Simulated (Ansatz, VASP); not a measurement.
## Ru: VASP beside Ansatz

The input INCAR:

```
PREC = Accurate ; ENCUT = 520
EDIFF = 1E-6 ; ISMEAR = 0
SIGMA = 0.15 ; LREAL = False
LASPH = True ; NELM = 80
ALGO = Fast ; ISIF = 2
LWAVE = False ; LCHARG = False
GGA = PE ; NBANDS = 13
```

File KPOINTS:

```
Automatic mesh
0
Gamma
  22 22 22
```

Contents of POSCAR:

```
Ru
1.0
    0.0000000000      2.1116549873      1.5505882572
    2.1116549873      0.0000000000      1.5505882572
    2.1116549873      2.1116549873      0.0000000000
Ru
1
Direct
    0.0000000000      0.0000000000      0.0000000000
```

Input for Ansatz:

```yaml
crystal:
  lattice:
    - [0.0, 2.1116549873, 1.5505882572]
    - [2.1116549873, 0.0, 1.5505882572]
    - [2.1116549873, 2.1116549873, 0.0]
  atoms:
    - { symbol: Ru, position: [0.0, 0.0, 0.0] }
basis:
  ecutwfc: 420
kpoints:
  mp_grid: { grid: [22, 22, 22] }
hamiltonian:
  xc: pbe
scf:
  occupations: { method: gaussian, width: 0.15 }
output:
  forces: true
  stress: true
  eigenvalues: true
```

Alike in both runs: task single point; functional PBE; k mesh 22 × 22 × 22; occupations gaussian, width 0.15 eV; no spin polarisation.

|  | VASP | Ansatz |
| --- | --- | --- |
| version | VASP 6.6.1 | Ansatz 0.2.0 |
| potentials or method | VASP PAW PBE potentials, release 64 (Ru_pv), cutoff 520 eV | scalar-relativistic, plane waves, PAW |
| valence electrons in the cell | 14 | 16 |

```tsv
	VASP	Ansatz	Ansatz less VASP
gap on the k mesh at the Fermi level (eV)	none	none	-
pressure (GPa)	8.4	8.5	+0.10
traceless stress, the component that is largest in VASP (GPa)	11.53	11.54	+0.016
```

A gap of «none» marks a metal or a gap that the smearing closes. VASP's potentials hold 14 valence electrons a cell and Ansatz's 16, so a difference there can come from the potentials and not from the codes.
